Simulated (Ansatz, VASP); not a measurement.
**Zr2PdS3 in VASP and in Ansatz**

Contents of INCAR:

```
SYSTEM = Zr2PdS3
PREC = Accurate
ENCUT = 600
EDIFF = 1E-6
ISMEAR = 0
SIGMA = 0.1
LREAL = .FALSE.
LASPH = .TRUE.
NELM = 80
ALGO = Normal
ISIF = 3
LWAVE = .FALSE.
LCHARG = .FALSE.
GGA = PE
IBRION = 2
NSW = 100
EDIFFG = -0.01
```

KPOINTS

```
Automatic mesh
0
G
  6 6 12
  0 0 0
```

POSCAR

```
Zr2PdS3
1.0
    6.4435444031      0.0000000000      0.0000000000
   -3.2217722015      5.5802731435      0.0000000000
    0.0000000000      0.0000000000      3.4864924240
Zr Pd S
2 1 3
Direct
    0.3333333333      0.6666666667      0.0000000000
    0.6666666667      0.3333333333      0.0000000000
    0.0000000000      0.0000000000      0.0000000000
    0.5000000000      0.0000000000      0.5000000000
    0.0000000000      0.5000000000      0.5000000000
    0.5000000000      0.5000000000      0.5000000000
```

Input for Ansatz:

```yaml
crystal:
  lattice:
    - [6.4435444031, 0.0, 0.0]
    - [-3.2217722015, 5.5802731435, 0.0]
    - [0.0, 0.0, 3.486492424]
  atoms:
    - { symbol: Zr, position: [0.3333333333, 0.6666666667, 0.0] }
    - { symbol: Zr, position: [0.6666666667, 0.3333333333, 0.0] }
    - { symbol: Pd, position: [0.0, 0.0, 0.0] }
    - { symbol: S, position: [0.5, 0.0, 0.5] }
    - { symbol: S, position: [0.0, 0.5, 0.5] }
    - { symbol: S, position: [0.5, 0.5, 0.5] }
basis:
  ecutwfc: 420
kpoints:
  mp_grid: { grid: [6, 6, 12] }
hamiltonian:
  xc: pbe
scf:
  occupations: { method: gaussian, width: 0.1 }
output:
  forces: true
  stress: true
  eigenvalues: true
relax:
  adjacent_minimum: "off"
  f_tol: 0.01
  max_steps: 80
  cell: { stress_tol: 0.05 }
```

Change from the starting cell: species swapped into the LaNi3Rh2 type (P6/mmm, No. 191).

Alike in both runs: task relaxation of cell and atoms; functional PBE; k mesh 6 × 6 × 12; occupations gaussian, width 0.1 eV; no spin polarisation.

|  | VASP | Ansatz |
| --- | --- | --- |
| version | VASP 6.6.1 | Ansatz 0.2.0 |
| potentials or method | VASP PAW PBE potentials, release 64 (Zr_sv, Pd, S), cutoff 600 eV | scalar-relativistic, plane waves, PAW |
| valence electrons in the cell | 52 | 60 |

```csv
,VASP,Ansatz,Ansatz less VASP
"gap on the k mesh at the Fermi level, each at its own relaxed structure (eV)",none,none,-
relaxed volume (Å³/atom),20.89,20.91,+0.015
relaxed length of the cell vector where the two differ most in proportion (Å),6.430,6.434,+0.0035
```

A gap of «none» marks a metal or a gap that the smearing closes. VASP's potentials hold 52 valence electrons a cell and Ansatz's 60, so a difference there can come from the potentials and not from the codes.
